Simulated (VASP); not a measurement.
# Mn (Fm-3m) in VASP: notebook

The runs below take Mn through single point, with PBE.

Program: VASP 6.6.1. These are calculated values, not measurements. Logs are shortened: lines on timing, memory, paths and dates and some standing lists are left out, and cuts for length are marked.

## 1. The cell of the first run

The structure is cubic, space group Fm-3m (No. 225). Conventional cell: a = 3.432 Å, b = 3.432 Å, c = 3.432 Å, α = 90.00°, β = 90.00°, γ = 90.00°. Mn (site symmetry m-3m) has 12 Mn at 2.43 Å within 3.2 Å.

## 2. Single point, PBE

Input file INCAR:

```
PREC = Accurate
ENCUT = 520
EDIFF = 1E-6
ISMEAR = -1
SIGMA = 0.06122561905347299
LREAL = False
LASPH = True
NELM = 80
ALGO = Normal
ISIF = 2
LWAVE = False
LCHARG = False
GGA = PE
NBANDS = 12
```

Input file KPOINTS:

```
regular mesh
0
Gamma
  27 27 27
```

Input file POSCAR:

```
Mn
1.0
    0.0000000000      1.7161235827      1.7161235827
    1.7161235827      0.0000000000      1.7161235827
    1.7161235827      1.7161235827      0.0000000000
Mn
1
Direct
    0.0000000000      0.0000000000      0.0000000000
```

Potentials or basis: VASP PAW PBE potentials, release 64 (Mn_pv).

On the command line:

```bash
cat potpaw_PBE.64/Mn_pv/POTCAR > POTCAR
mpirun -np 1 vasp_std > vasp.out
```

OUTCAR:

```text
PREC = Accurate
   ENCUT = 520
   EDIFF = 1E-6
   ISMEAR = -1
   LREAL = False
   LASPH = True
   NELM = 80
   ISIF = 2
   GGA = PE

 ion  position               nearest neighbor table
   1  0.000  0.000  0.000-

  LATTYP: Found a face centered cubic cell.
 ALAT       =     3.4322471654

  Lattice vectors:

 A1 = (   0.0000000000,   1.7161235827,   1.7161235827)
 A2 = (   1.7161235827,   0.0000000000,   1.7161235827)
 A3 = (   1.7161235827,   1.7161235827,   0.0000000000)

Analysis of symmetry for initial positions (statically):
=====================================================================
 Subroutine PRICEL returns:
 Original cell was already a primitive cell.

 Routine SETGRP: Setting up the symmetry group for a
 face centered cubic supercell.

 Subroutine GETGRP returns: Found 48 space group operations
 (whereof 48 operations were pure point group operations)
 out of a pool of 48 trial point group operations.

The static configuration has the point symmetry O_h .

Analysis of symmetry for dynamics (positions and initial velocities):
=====================================================================
 Subroutine PRICEL returns:
 Original cell was already a primitive cell.

 Routine SETGRP: Setting up the symmetry group for a
 face centered cubic supercell.

 Subroutine GETGRP returns: Found 48 space group operations
 (whereof 48 operations were pure point group operations)
 out of a pool of 48 trial point group operations.

The dynamic configuration has the point symmetry O_h .

 Subroutine INISYM returns: Found 48 space group operations
 (whereof 48 operations are pure point group operations),
 and found     1 'primitive' translations

----------------------------------------------------------------------------------------

                                     Primitive cell

  volume of cell :      10.1082

  direct lattice vectors                    reciprocal lattice vectors
     0.000000000  1.716123583  1.716123583    -0.291354309  0.291354309  0.291354309
     1.716123583  0.000000000  1.716123583     0.291354309 -0.291354309  0.291354309
     1.716123583  1.716123583  0.000000000     0.291354309  0.291354309 -0.291354309

  length of vectors
     2.426965245  2.426965245  2.426965245     0.504640466  0.504640466  0.504640466

  position of ions in fractional coordinates (direct lattice)
     0.000000000  0.000000000  0.000000000

[... 81 lines left out ...]
   ISIF   =      2    stress and relaxation
   ISYM   =      2    0-nonsym 1-usesym 2-fastsym
   POTIM  = 0.5000    time-step for ionic-motion
   TEBEG  =    0.0;   TEEND  =   0.0 temperature during run
   PSTRESS=    0.0 pullay stress
   NELECT =      13.0000    total number of electrons
   NUPDOWN=      -1.0000    fix difference up-down
   EMIN   =  10.00;   EMAX   =-10.00  energy-range for DOS
   EFERMI =   0.00;   METHOD = LEGACY
   ISMEAR =    -1;   SIGMA  =   0.06  broadening in eV -4-tet -1-fermi 0-gaus
   EFERMI_NEDOS =   21; number of points for ismear=-14 and -15
   IALGO  =     38    algorithm
   IMIX   =      4    mixing-type and parameters
     AMIX     =   0.40;   BMIX     =  1.00
     AMIX_MAG =   1.60;   BMIX_MAG =  1.00
  volume/ion in A,a.u.               =      10.11        68.21
  Fermi-wavevector in a.u.,A,eV,Ry     =   1.780317  3.364312 43.124065  3.169529
  Thomas-Fermi vector in A             =   2.845133
   LORBIT       =      0    0 simple, 1 ext, 2 COOP (PROOUT), +10 PAW based schemes
   GGA     = PE    functional components
   LHFCALC =     F    Hartree Fock is set to
   AEXX    =    0.0000 exact exchange contribution
   IVDW    =     0    specifies the selected vdW correction
   LEPSILON=     F    determine dielectric tensor
   LRPA    =     F    only Hartree local field effects (RPA)
 non-spin polarized calculation
  energy-cutoff  :      520.00
  volume of cell :       10.11
 maximum number of plane-waves:       290
 NGX is ok and might be reduce to    18
   NGX =  9   NGY =  9   NGZ =  9

 number of electron      13.0000014 magnetization

 Free energy of the ion-electron system (eV)
  ---------------------------------------------------
  ext. energy  EPLUGINS =         0.00000000
  ---------------------------------------------------
  free energy    TOTEN  =        -8.88808063 eV

  energy without entropy =       -8.87077587  energy(sigma->0) =       -8.87942825

 E-fermi :  11.3982     XC(G=0): -14.3961

 val. band max:       11.3963259510   @ k =   0.2593   0.1852   0.0741
 cond. band min:      11.4032583044   @ k =   0.2963   0.2222   0.0370
 fundamental gap:      0.0069323534
 Fermi energy:        11.3982046082

 k-point     1 :       0.0000    0.0000    0.0000
  band No.  band energies     occupation
      1     -36.2118      2.00000
      2     -36.2118      2.00000
      3     -36.2118      2.00000
      4       2.8189      2.00000
      5      10.1420      2.00000
      6      10.1420      2.00000
      7      10.1420      2.00000
      8      11.9875      0.00013
      9      11.9875      0.00013
     10      33.2014      0.00000
     11      39.4357      0.00000
     12      39.4357      0.00000
[... 331 lines left out ...]
 k-point    24 :       0.3704    0.0370    0.0000
  band No.  band energies     occupation
      1     -36.9675      2.00000
      2     -36.3189      2.00000
      3     -36.3098      2.00000
      4       6.3637      2.00000
      5      10.1256      2.00000
      6      10.2344      2.00000
      7      10.2516      2.00000
      8      12.7631      0.00000
      9      12.8932      0.00000
     10      24.3047      0.00000
     11      32.7561      0.00000
     12      38.1908      0.00000

 [... further k-points ...]

------------------------ aborting loop because EDIFF is reached ----------------------------------------

  FORCE on cell =-STRESS in cart. coord.  units (eV):
  Direction    XX          YY          ZZ          XY          YZ          ZX
  --------------------------------------------------------------------------------------
  -------------------------------------------------------------------------------------
  Total        1.2329113      1.2329113      1.2329113     -0.0000000     -0.0000000     -0.0000000
  in kB      195.4189832    195.4189832    195.4189832     -0.0000000     -0.0000000     -0.0000000
  external PRESSURE =     195.4189832 kB  Pullay stress =       0.0000000 kB

 VOLUME and BASIS-vectors are now :
 -----------------------------------------------------------------------------
  energy-cutoff  :      520.00
  volume of cell :       10.11
      direct lattice vectors                 reciprocal lattice vectors
     0.000000000  1.716123583  1.716123583    -0.291354309  0.291354309  0.291354309
     1.716123583  0.000000000  1.716123583     0.291354309 -0.291354309  0.291354309
     1.716123583  1.716123583  0.000000000     0.291354309  0.291354309 -0.291354309

 POSITION                                       TOTAL-FORCE (eV/Angst)
 -----------------------------------------------------------------------------------
      0.00000      0.00000      0.00000         0.000000      0.000000      0.000000
 -----------------------------------------------------------------------------------
    total drift:                                0.000000     -0.000000     -0.000000

  FREE ENERGIE OF THE ION-ELECTRON SYSTEM (eV)
  ---------------------------------------------------
  free  energy   TOTEN  =        -8.8880806344 eV

  energy  without entropy=       -8.8707758741  energy(sigma->0) =       -8.87942825
```

OSZICAR:

```text
N       E                     dE             d eps       ncg     rms          rms(c)
DAV:   1     0.774046149397E+02    0.77405E+02   -0.77312E+03 13648   0.141E+03
DAV:   2    -0.915256085165E+01   -0.86557E+02   -0.83060E+02 13724   0.317E+02
DAV:   3    -0.104851354292E+02   -0.13326E+01   -0.13284E+01 14668   0.457E+01
DAV:   4    -0.104926093933E+02   -0.74740E-02   -0.74736E-02 14696   0.332E+00
DAV:   5    -0.104926954148E+02   -0.86021E-04   -0.86021E-04 14652   0.354E-01    0.140E+01
DAV:   6    -0.893553954741E+01    0.15572E+01   -0.39623E+00 13876   0.412E+01    0.153E+00
DAV:   7    -0.890004783185E+01    0.35492E-01   -0.10685E-01 14796   0.610E+00    0.795E-01
DAV:   8    -0.888825003919E+01    0.11798E-01   -0.29189E-03 14552   0.896E-01    0.166E-01
DAV:   9    -0.888809080961E+01    0.15923E-03   -0.80536E-04 14292   0.508E-01    0.301E-02
DAV:  10    -0.888808457995E+01    0.62297E-05   -0.73919E-06 14456   0.364E-02    0.830E-03
DAV:  11    -0.888808034037E+01    0.42396E-05   -0.31548E-07  8972   0.100E-02    0.639E-04
DAV:  12    -0.888808063438E+01   -0.29402E-06   -0.40835E-08  6940   0.329E-03
   1 F= -.88880806E+01 E0= -.88794283E+01  d E =-.173048E-01
```

stdout:

```text
POSCAR found type information on POSCAR Mn
 POSCAR found :  1 types and       1 ions
 scaLAPACK will be used
 LDA part: xc-table for (Slater+PW92), standard interpolation
 POSCAR, INCAR and KPOINTS ok, starting setup
 FFT: planning ... GRIDC
 FFT: planning ... GRID_SOFT
 FFT: planning ... GRID
 WAVECAR not read
 entering main loop
```

Wall time 50 s (1 thread of Intel Xeon Platinum 8259CL at 2.50GHz (Skylake/Cascade Lake), shared host); peak memory 0.17 GiB.

Results:

```yaml
Free_energy: -8.8881 eV
Pressure: 19.5 GPa
```

Caveat: the run has no spin polarisation, though such a crystal can be magnetic. Spin polarisation is off, so any magnetic state and its effect on volume and gap are missing.

## 3. Single point, PBE

This run uses another cell than the first one, of 10.32 Å³/atom, 1.021 times its volume.

Input file INCAR:

```
PREC = Accurate ; ENCUT = 520
EDIFF = 1E-6 ; ISMEAR = -1
SIGMA = 0.06122561905347299 ; LREAL = F
LASPH = T ; NELM = 80
ALGO = Normal ; ISIF = 2
LWAVE = F ; LCHARG = F
GGA = PE ; NBANDS = 12
```

KPOINTS is that of step 2.

Input file POSCAR:

```
Mn
1.0
    0.0000000000      1.7282093582      1.7282093582
    1.7282093582      0.0000000000      1.7282093582
    1.7282093582      1.7282093582      0.0000000000
Mn
1
Direct
    0.0000000000      0.0000000000      0.0000000000
```

Potentials or basis: VASP PAW PBE potentials, release 64 (Mn_pv).

On the command line:

```bash
cat potpaw_PBE.64/Mn_pv/POTCAR > POTCAR
mpirun -np 1 vasp_std > vasp.out
```

Wall time 58 s (1 thread of Intel Xeon Platinum 8259CL at 2.50GHz (Skylake/Cascade Lake), shared host); peak memory 0.17 GiB.

Results (log left out):

```yaml
Free_energy: -8.9094 eV
Pressure: 12.2 GPa
```

Levels at points of the mesh, in eV from the Fermi level:
```csv
k point,band 5,band 6,band 7,band 8,band 9,band 10
"(0.00, 0.00, 0.00)",-1.22,-1.22,-1.22,0.57,0.57,21.66
```

Caveat: the run has no spin polarisation, though such a crystal can be magnetic. Spin polarisation is off, so any magnetic state and its effect on volume and gap are missing.

## 4. Single point, PBE

This run uses another cell than the first one, of 10.54 Å³/atom, 1.043 times its volume.

Input file INCAR:

```
ALGO     = Normal         # electronic algorithm
EDIFF    = 1E-6           # SCF threshold, eV
ENCUT    = 520            # plane-wave cutoff, eV
GGA      = PE             # functional
ISIF     = 2              # what is computed and relaxed
ISMEAR   = -1             # smearing method
LASPH    = T              # aspherical terms in the spheres
LCHARG   = F              # write CHGCAR
LREAL    = F              # projectors in reciprocal space
LWAVE    = F              # write WAVECAR
NBANDS   = 12             # bands
NELM     = 80             # most SCF steps
PREC     = Accurate       # precision mode
SIGMA    = 0.06122561905347299 # smearing width, eV
```

Input file KPOINTS:

```
k-points
0
Gamma
  27 27 27
```

Input file POSCAR:

```
Mn
1.0
    0.0000000000      1.7401284201      1.7401284201
    1.7401284201      0.0000000000      1.7401284201
    1.7401284201      1.7401284201      0.0000000000
Mn
1
Direct
    0.0000000000      0.0000000000      0.0000000000
```

Potentials or basis: VASP PAW PBE potentials, release 64 (Mn_pv).

On the command line:

```bash
cat potpaw_PBE.64/Mn_pv/POTCAR > POTCAR
mpirun -np 1 vasp_std > vasp.out
```

OUTCAR:

```text
EDIFF = 1E-6
   ENCUT = 520
   GGA = PE
   ISIF = 2
   ISMEAR = -1
   LASPH = T
   LREAL = F
   NELM = 80
   PREC = Accurate

 ion  position               nearest neighbor table
   1  0.000  0.000  0.000-

  LATTYP: Found a face centered cubic cell.
 ALAT       =     3.4802568402

  Lattice vectors:

 A1 = (   0.0000000000,   1.7401284201,   1.7401284201)
 A2 = (   1.7401284201,   0.0000000000,   1.7401284201)
 A3 = (   1.7401284201,   1.7401284201,   0.0000000000)

Analysis of symmetry for initial positions (statically):
[... 529 lines left out ...]
      6       9.6592      2.00000
      7       9.7047      2.00000
      8      12.0659      0.00000
      9      12.1885      0.00000
     10      23.1718      0.00000
     11      31.8242      0.00000
     12      36.7734      0.00000

 [... further k-points ...]
[... 5 lines left out ...]
  --------------------------------------------------------------------------------------
  -------------------------------------------------------------------------------------
  Total        0.3678377      0.3678377      0.3678377     -0.0000000     -0.0000000      0.0000000
  in kB       55.9233185     55.9233185     55.9233185     -0.0000000     -0.0000000      0.0000000
  external PRESSURE =      55.9233185 kB  Pullay stress =       0.0000000 kB

 VOLUME and BASIS-vectors are now :
 -----------------------------------------------------------------------------
  energy-cutoff  :      520.00
  volume of cell :       10.54
      direct lattice vectors                 reciprocal lattice vectors
     0.000000000  1.740128420  1.740128420    -0.287335115  0.287335115  0.287335115
     1.740128420  0.000000000  1.740128420     0.287335115 -0.287335115  0.287335115
     1.740128420  1.740128420  0.000000000     0.287335115  0.287335115 -0.287335115

 POSITION                                       TOTAL-FORCE (eV/Angst)
 -----------------------------------------------------------------------------------
      0.00000      0.00000      0.00000         0.000000      0.000000     -0.000000
 -----------------------------------------------------------------------------------
    total drift:                                0.000000     -0.000000     -0.000000

  FREE ENERGIE OF THE ION-ELECTRON SYSTEM (eV)
  ---------------------------------------------------
  free  energy   TOTEN  =        -8.9213220506 eV

  energy  without entropy=       -8.9031594856  energy(sigma->0) =       -8.91224077
```

stdout:

```text
POSCAR found type information on POSCAR Mn
 POSCAR found :  1 types and       1 ions
 scaLAPACK will be used
 LDA part: xc-table for (Slater+PW92), standard interpolation
 POSCAR, INCAR and KPOINTS ok, starting setup
 FFT: planning ... GRIDC
 FFT: planning ... GRID_SOFT
 FFT: planning ... GRID
 WAVECAR not read
 entering main loop
```

Run time: 60 s. Hardware: 1 thread of Intel Xeon Platinum 8259CL at 2.50GHz (Skylake/Cascade Lake), shared host; peak memory 0.17 GiB.

Results:

```yaml
Free_energy: -8.9213 eV
Pressure: 5.6 GPa
```

Levels at points of the mesh, in eV from the Fermi level:
| k point | band 3 | band 4 | band 5 | band 6 | band 7 | band 8 | band 9 | band 10 | band 11 | band 12 |
| --- | --- | --- | --- | --- | --- | --- | --- | --- | --- | --- |
| (0.00, 0.00, 0.00) | -47.64 | -8.39 | -1.18 | -1.18 | -1.18 | 0.55 | 0.55 | 21.53 | 27.47 | 27.47 |

Caveat: the run has no spin polarisation, though such a crystal can be magnetic.

## 5. Single point, PBE

This run uses another cell than the first one, of 10.75 Å³/atom, 1.064 times its volume.

Input file INCAR:

```
SYSTEM = Mn
PREC = Accurate
ENCUT = 520
EDIFF = 1E-6
ISMEAR = -1
SIGMA = 0.06122561905347299
LREAL = .FALSE.
LASPH = .TRUE.
NELM = 60
ALGO = Normal
ISIF = 2
LWAVE = .FALSE.
LCHARG = .FALSE.
GGA = PE
NBANDS = 12
```

Input file KPOINTS:

```
Automatic mesh
0
G
  27 27 27
  0 0 0
```

Input file POSCAR:

```
Mn
1.0
    0.0000000000      1.7518864012      1.7518864012
    1.7518864012      0.0000000000      1.7518864012
    1.7518864012      1.7518864012      0.0000000000
Mn
1
Direct
    0.0000000000      0.0000000000      0.0000000000
```

On the command line:

```bash
cat potpaw_PBE.64/Mn_pv/POTCAR > POTCAR
mpirun -np 1 vasp_std > vasp.out
```

Wall time 55 s (1 thread of Intel Xeon Platinum 8259CL at 2.50GHz (Skylake/Cascade Lake), shared host); peak memory 0.18 GiB.

It converged, with:

- Free energy: -8.9249 eV
- Pressure: -0.3 GPa

Levels at points of the mesh, in eV from the Fermi level:
```csv
k point,band 4,band 5,band 6,band 7,band 8,band 9,band 10,band 11
"(0.00, 0.00, 0.00)",-8.30,-1.15,-1.15,-1.15,0.54,0.54,21.39,27.20
```

Caveat: the run has no spin polarisation, though such a crystal can be magnetic.

## 6. Single point, PBE

This run uses another cell than the first one, of 10.97 Å³/atom, 1.085 times its volume.

Input file INCAR:

```
PREC = Accurate
ENCUT = 520
EDIFF = 1E-7
ISMEAR = -1
SIGMA = 0.06122561905347299
LREAL = False
LASPH = True
NELM = 80
ALGO = Normal
ISIF = 2
LWAVE = False
LCHARG = True
GGA = PE
LELF = True
LVHAR = True
NBANDS = 12
```

Input file KPOINTS:

```
Automatic mesh
0
Gamma
  27 27 27
```

Input file POSCAR:

```
Mn
1.0
    0.0000000000      1.7634886360      1.7634886360
    1.7634886360      0.0000000000      1.7634886360
    1.7634886360      1.7634886360      0.0000000000
Mn
1
Direct
    0.0000000000      0.0000000000      0.0000000000
```

Potentials or basis: VASP PAW PBE potentials, release 64 (Mn_pv).

On the command line:

```bash
cat potpaw_PBE.64/Mn_pv/POTCAR > POTCAR
mpirun -np 1 vasp_std > vasp.out
```

It took 73 s on 1 thread of Intel Xeon Platinum 8259CL at 2.50GHz (Skylake/Cascade Lake), shared host; peak memory 0.18 GiB.

Results (log left out):

| Property | Result |
| --- | --- |
| Free energy | -8.9210 eV |
| Pressure | -5.6 GPa |

Levels at points of the mesh, in eV from the Fermi level:
```csv
k point,band 3,band 4,band 5,band 6,band 7,band 8,band 9,band 10,band 11,band 12
"(0.00, 0.00, 0.00)",-47.67,-8.21,-1.11,-1.11,-1.11,0.52,0.52,21.26,26.93,26.93
```

Caveat: the run has no spin polarisation, though such a crystal can be magnetic. Spin polarisation is off, so any magnetic state and its effect on volume and gap are missing.

## 7. The runs side by side

```tsv
cell	gap on the mesh (eV)	pressure (GPa)
a = 2.427 Å, angles 60.0°, 1 atom	none	19.5
a = 2.444 Å, angles 60.0°, 1 atom	none	12.2
a = 2.461 Å, angles 60.0°, 1 atom	none	5.6
a = 2.478 Å, angles 60.0°, 1 atom	none	-0.3
a = 2.494 Å, angles 60.0°, 1 atom	none	-5.6
```

Alike in all rows: task single point; level PBE; potentials or basis VASP PAW PBE potentials, release 64 (Mn_pv); no spin polarisation; k mesh 27 × 27 × 27; cutoff (eV) 520; smearing fermi-dirac 0.0612256 eV.

Caveats: the run has no spin polarisation, though such a crystal can be magnetic.

Absolute energies hang on the potentials; compare differences alone.
